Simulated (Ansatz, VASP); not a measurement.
# MgO in VASP and in Ansatz

```xyz
2
Lattice="0.0000 2.2598 2.1021 2.1021 0.0000 2.1021 2.1021 2.2598 0.0000" Properties=species:S:1:pos:R:3 pbc="T T T"
Mg    0.0000    0.0000    0.0000
O     2.1021    2.2598    2.1021
```

Change from the starting cell: strain +0.0750 x Voigt [0, 1, 0, 0, 0, 0], atoms carried along.

Alike in both runs: task single point; functional r2SCAN; k mesh 10 × 10 × 10; occupations gaussian, width 0.05 eV; no spin polarisation.

|  | VASP | Ansatz |
| --- | --- | --- |
| version | VASP 6.6.1 | Ansatz 0.2.0 |
| potentials or method | VASP PAW PBE potentials, release 64 (Mg_sv, O), cutoff 920 eV | scalar-relativistic, plane waves, PAW |
| valence electrons in the cell | 16 | 16 |

Ansatz gave:

- gap on the k mesh at the Fermi level (eV): 4.87
- least direct gap on the mesh (eV): 4.87
- pressure (GPa): -9.0
- traceless stress, the component that is largest in VASP (GPa): -5.81

Estimate VASP's values.

gap on the k mesh at the Fermi level (eV): 4.89; least direct gap on the mesh (eV): 4.89; pressure (GPa): -8.5; traceless stress, the component that is largest in VASP (GPa): -6.01.

VASP's potentials were made for PBE, not for r2SCAN. With one functional, cell and mesh, what is left measures potentials, basis and numerics.
